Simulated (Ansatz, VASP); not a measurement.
KRu4 in VASP and in Ansatz

```
K Ru
1.0
     4.47155    0.00000    0.00000
    -2.23578    3.87248    0.00000
     0.00000    0.00000    6.08640
K Ru
1 4
Direct
  0.00000 0.00000 0.00000
  0.33333 0.66667 0.00000
  0.66667 0.33333 0.00000
  0.33333 0.66667 0.50000
  0.66667 0.33333 0.50000
```

Alike in both runs: task relaxation of cell and atoms; functional PBE; k mesh 6 × 6 × 4; occupations gaussian, width 0.1 eV; no spin polarisation.

|  | VASP | Ansatz |
| --- | --- | --- |
| version | VASP 6.6.1 | Ansatz 0.2.0 |
| potentials or method | VASP PAW PBE potentials, release 64 (K_sv, Ru_pv), cutoff 600 eV | scalar-relativistic, plane waves, PAW |
| valence electrons in the cell | 65 | 73 |

|  | VASP | Ansatz | Ansatz less VASP |
| --- | --- | --- | --- |
| gap on the k mesh at the Fermi level, each at its own relaxed structure (eV) | none | none | - |
| relaxed volume (Å³/atom) | 18.95 | 18.87 | -0.080 |
| relaxed length of the cell vector where the two differ most in proportion (Å) | 4.829 | 4.819 | -0.0099 |

A gap of «none» marks a metal or a gap that the smearing closes. VASP's potentials hold 65 valence electrons a cell and Ansatz's 73, so a difference there can come from the potentials and not from the codes.
